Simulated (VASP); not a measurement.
# Ge4H in VASP: a series of runs, part 2 of 2

VASP 6.6.1. The steps go on from the part before.

## 3. Single point, PBE+D3(BJ)

This run uses another cell than the first one.

INCAR reads:

```
ALGO = Normal
DIPOL = 0.5 0.5 0.460
EDIFF = 1E-7
ENCUT = 520
GGA = PE
IDIPOL = 3
ISIF = 2
ISMEAR = 0
IVDW = 12
LASPH = T
LCHARG = F
LDIPOL = T
LREAL = Auto
LWAVE = F
NBANDS = 130
NELM = 100
PREC = Accurate
SIGMA = 0.1
```

KPOINTS reads:

```
k-points
0
Gamma
  3 3 1
```

POSCAR reads:

```
Ge4H
1.0
    8.0601468066      0.0000000000      0.0000000000
   -4.0300734033      6.9802918927      0.0000000000
    0.0000000000      0.0000000000     23.6431764433
Ge H
16 4
Direct
    0.6666666667      0.3333333333      0.4030761274
    0.6666666667      0.8333333333      0.4030761274
    0.1666666667      0.3333333333      0.4030761274
    0.1666666667      0.8333333333      0.4030761274
    0.5000000000      0.5000000000      0.4378698993
    0.5000000000      0.0000000000      0.4378698993
    0.0000000000      0.5000000000      0.4378698993
    0.0000000000      0.0000000000      0.4378698993
    0.0000000000      0.5000000000      0.5426171666
   -0.0016473852     -0.0008236926      0.5422269359
    0.5008236926      0.5016473852      0.5422269359
    0.5008236926     -0.0008236926      0.5422269359
    0.8335260217      0.6664739783      0.5781012579
    0.8335260217      0.1670520433      0.5781012579
    0.3329479567      0.6664739783      0.5781012579
    0.3333333333      0.1666666667      0.5744888887
    0.6665235246      0.3332617623      0.3370906530
    0.6666666667      0.8333333333      0.3372830822
    0.1667382377      0.3332617623      0.3370906530
    0.1667382377      0.8334764754      0.3370906530
```

Potentials or basis: VASP PAW PBE potentials, release 64 (Ge_d, H).

Started as:

```console
cat potpaw_PBE.64/Ge_d/POTCAR potpaw_PBE.64/H/POTCAR > POTCAR
mpirun -np 1 vasp_std > vasp.out
```

OUTCAR:

```text
EDIFF = 1E-7
   ENCUT = 520
   GGA = PE
   ISIF = 2
   ISMEAR = 0
   IVDW = 12
   LASPH = T
   LREAL = Auto
   NELM = 100
   PREC = Accurate
 IVDW          = 12

 ion  position               nearest neighbor table
   1  0.667  0.333  0.403-  17 1.56   6 2.47   7 2.47   5 2.47
   2  0.667  0.833  0.403-  18 1.56   5 2.47   8 2.47   6 2.47
   3  0.167  0.333  0.403-  19 1.56   8 2.47   5 2.47   7 2.47
   4  0.167  0.833  0.403-  20 1.56   7 2.47   6 2.47   8 2.47
   5  0.500  0.500  0.438-  11 2.47   2 2.47   3 2.47   1 2.47
   6  0.500  0.000  0.438-  12 2.47   1 2.47   4 2.47   2 2.47
   7  0.000  0.500  0.438-   4 2.47   1 2.47   3 2.47   9 2.48
   8  0.000  0.000  0.438-  10 2.47   3 2.47   2 2.47   4 2.47
   9  0.000  0.500  0.543-  13 2.47  14 2.47  15 2.47   7 2.48
  10  0.998  0.999  0.542-  16 2.46   8 2.47  14 2.47  13 2.47
  11  0.501  0.502  0.542-  16 2.46   5 2.47  15 2.47  13 2.47
  12  0.501  0.999  0.542-  16 2.46   6 2.47  15 2.47  14 2.47
  13  0.834  0.666  0.578-   9 2.47  10 2.47  11 2.47
  14  0.834  0.167  0.578-   9 2.47  10 2.47  12 2.47
  15  0.333  0.666  0.578-   9 2.47  11 2.47  12 2.47
  16  0.333  0.167  0.574-  11 2.46  10 2.46  12 2.46
  17  0.667  0.333  0.337-   1 1.56
  18  0.667  0.833  0.337-   2 1.56
[... 601 lines left out ...]
 [bands above 126 left out]

------------------------ aborting loop because EDIFF is reached ----------------------------------------

 vacuum level on the upper side and lower side of the slab       (xc-potential included)         0.052        -0.061

 Edisp (eV)   -3.50766

 E8    (eV) :    -1.6130

  FORCE on cell =-STRESS in cart. coord.  units (eV):
  Direction    XX          YY          ZZ          XY          YZ          ZX
  --------------------------------------------------------------------------------------
  -------------------------------------------------------------------------------------
  Total       1.29155     1.29155    -0.76848     0.00000    -0.00000     0.00000
  in kB       1.55561     1.55561    -0.92559     0.00000    -0.00000     0.00000
  external pressure =        0.73 kB  Pullay stress =        0.00 kB

 VOLUME and BASIS-vectors are now :
 -----------------------------------------------------------------------------
  energy-cutoff  :      520.00
  volume of cell :     1330.22
      direct lattice vectors                 reciprocal lattice vectors
     8.060146807  0.000000000  0.000000000     0.124067219  0.071630242  0.000000000
    -4.030073403  6.980291893  0.000000000     0.000000000  0.143260485  0.000000000
     0.000000000  0.000000000 23.643176443     0.000000000  0.000000000  0.042295501

 POSITION                                       TOTAL-FORCE (eV/Angst)
 -----------------------------------------------------------------------------------
      4.03007      2.32676      9.53000         0.007522      0.004343      0.086456
      2.01504      5.81691      9.53000         0.000000      0.000000      0.179493
      0.00000      2.32676      9.53000        -0.007522      0.004343      0.086456
     -2.01504      5.81691      9.53000         0.000000     -0.008686      0.086456
      2.01504      3.49015     10.35264        -0.000000     -0.052397     -0.103513
      4.03007      0.00000     10.35264        -0.045378      0.026199     -0.103513
[... 12 lines left out ...]
      0.00087      2.32626      7.96989         0.004396     -0.002538      0.007495
     -2.01504      5.81791      7.96989         0.000000      0.005076      0.007495
 -----------------------------------------------------------------------------------
    total drift:                                0.000002      0.000000      0.004165

  FREE ENERGIE OF THE ION-ELECTRON SYSTEM (eV)
  ---------------------------------------------------
  free  energy   TOTEN  =       -83.7667666777 eV

  energy  without entropy=      -83.6759501286  energy(sigma->0) =      -83.72135840

 vacuum level on the upper side and lower side of the slab         2.599         2.484
```

OSZICAR:

```text
N       E                     dE             d eps       ncg     rms          rms(c)
DAV:   1     0.247966591421E+04    0.24797E+04   -0.11307E+05   958   0.271E+03
DAV:   2     0.371032022067E+03   -0.21086E+04   -0.20661E+04  1012   0.677E+02
DAV:   3    -0.436017338265E+02   -0.41463E+03   -0.40817E+03  1110   0.233E+02
DAV:   4    -0.804636079360E+02   -0.36862E+02   -0.36355E+02   880   0.753E+01
[... 24 lines left out ...]
DAV:  29    -0.802591096205E+02   -0.14866E-05   -0.31983E-08   510   0.200E-03    0.174E-04
DAV:  30    -0.802591110886E+02   -0.14682E-05   -0.38908E-08   492   0.152E-03    0.116E-04
DAV:  31    -0.802591112679E+02   -0.17928E-06   -0.58739E-09   510   0.106E-03    0.646E-05
DAV:  32    -0.802591113776E+02   -0.10971E-06   -0.13668E-09   502   0.915E-04    0.507E-05
DAV:  33    -0.802591114538E+02   -0.76179E-07    0.35898E-10   486   0.529E-04
   1 F= -.83766767E+02 E0= -.83721358E+02  d E =-.908165E-01
```

stdout:

```text
POSCAR found type information on POSCAR GeH
 POSCAR found :  2 types and      20 ions
 scaLAPACK will be used
 LDA part: xc-table for (Slater+PW92), standard interpolation
 POSCAR, INCAR and KPOINTS ok, starting setup
 FFT: planning ... GRIDC
 FFT: planning ... GRID_SOFT
 FFT: planning ... GRID
 WAVECAR not read
 entering main loop
```

Wall time 21 min (1 thread of Intel Xeon 6975P-C (Granite Rapids), shared host); peak memory 1.3 GiB.

Results:

| Property | Result |
| --- | --- |
| Free energy | -83.7668 eV |
| Largest force | 0.179 eV/Å |
| Band gap on the k mesh | zero (bands 114 and 115 overlap by 0.19 eV) |
| Dispersion energy per atom | -0.175 eV |

Forces on the atoms (eV/Å):
```
Ge   0.008  0.004  0.086
Ge   0.000  0.000  0.179
Ge  -0.008  0.004  0.086
Ge   0.000 -0.009  0.086
Ge   0.000 -0.052 -0.104
Ge  -0.045  0.026 -0.104
Ge   0.000  0.000 -0.013
Ge   0.045  0.026 -0.104
Ge   0.000  0.000 -0.083
Ge  -0.077 -0.045  0.021
Ge   0.000  0.089  0.021
Ge   0.077 -0.045  0.021
Ge   0.009 -0.005  0.023
Ge   0.000  0.011  0.023
Ge  -0.009 -0.005  0.023
Ge   0.000  0.000 -0.137
H   -0.004 -0.003  0.007
H    0.000  0.000 -0.050
H    0.004 -0.003  0.007
H    0.000  0.005  0.007
```

Levels at points of the mesh, in eV from the Fermi level:
| k point | band 110 | band 111 | band 112 | band 113 | band 114 | band 115 | band 116 | band 117 | band 118 | band 119 |
| --- | --- | --- | --- | --- | --- | --- | --- | --- | --- | --- |
| (0.00, 0.00, 0.00) | -0.66 | -0.33 | -0.33 | -0.31 | -0.11 | 0.08 | 0.08 | 0.78 | 1.23 | 1.50 |
